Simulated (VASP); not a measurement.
Write the native input for VASP 6.6.1 that does the following.

```yaml
Task: single point
Functional: r2SCAN
Potentials_or_basis: VASP PAW PBE potentials, release 64 (Ba_sv, Zr_sv, O)
Cutoff: 520 eV
k_mesh: 6 × 6 × 6
Occupations: gaussian, width 0.01 eV
Spin: no spin polarisation
Dipole_correction: no
Further_INCAR_settings: ALGO = Normal; EDIFF = 1e-06; NBANDS = 28
```

BaZrO3:

```
CELL_PARAMETERS angstrom
4.20535 0.00000 0.00000
0.00000 4.20535 0.00000
0.00000 0.00000 4.20535
ATOMIC_POSITIONS crystal
Ba 0.00000 0.00000 0.00000
Zr 0.50000 0.50000 0.50000
O 0.00000 0.50000 0.50000
O 0.50000 0.00000 0.50000
O 0.50000 0.50000 0.00000
```

These files were run (other wordings do the same):

POSCAR

```
BaZrO3
1.0
    4.2053517899      0.0000000000      0.0000000000
    0.0000000000      4.2053517899      0.0000000000
    0.0000000000      0.0000000000      4.2053517899
Ba Zr O
1 1 3
Direct
    0.0000000000      0.0000000000      0.0000000000
    0.5000000000      0.5000000000      0.5000000000
    0.0000000000      0.5000000000      0.5000000000
    0.5000000000      0.0000000000      0.5000000000
    0.5000000000      0.5000000000      0.0000000000
```

INCAR.step1

```
PREC = Accurate
ENCUT = 520
ISMEAR = 0
SIGMA = 0.01
LREAL = False
LASPH = True
NELM = 60
NBANDS = 28
GGA = PE
ALGO = Normal
EDIFF = 1E-4
LWAVE = True
LCHARG = False
```

INCAR.step2

```
PREC = Accurate
ENCUT = 520
EDIFF = 1E-6
ISMEAR = 0
SIGMA = 0.01
LREAL = False
LASPH = True
NELM = 60
ALGO = Normal
ISIF = 2
LWAVE = False
LCHARG = True
METAGGA = R2SCAN
LMIXTAU = True
LELF = True
LVHAR = True
NBANDS = 28
ISTART = 1
```

KPOINTS

```
Automatic mesh
0
Gamma
  6 6 6
```

Potentials or basis: VASP PAW PBE potentials, release 64 (Ba_sv, Zr_sv, O).

Run with:

```sh
$ cat potpaw_PBE.64/Ba_sv/POTCAR potpaw_PBE.64/Zr_sv/POTCAR potpaw_PBE.64/O/POTCAR > POTCAR
$ cp INCAR.step1 INCAR
$ mpirun -np 1 vasp_std > vasp.out
$ cp INCAR.step2 INCAR
$ mpirun -np 1 vasp_std > vasp.out
```

Results of the run:

```json
{
  "Pressure": "1.0 GPa",
  "Band gap on the k mesh": "3.68 eV (least direct gap 3.93 eV)"
}
```

Caveat: the PAW data sets were made with another functional, which shifts forces and pressure a little; spin-orbit coupling is left out, which moves the levels of the heavy elements.

Run time: 2.2 min on 1 thread of Intel Xeon 8259CL, with other jobs on the host, peak memory 0.21 GiB.
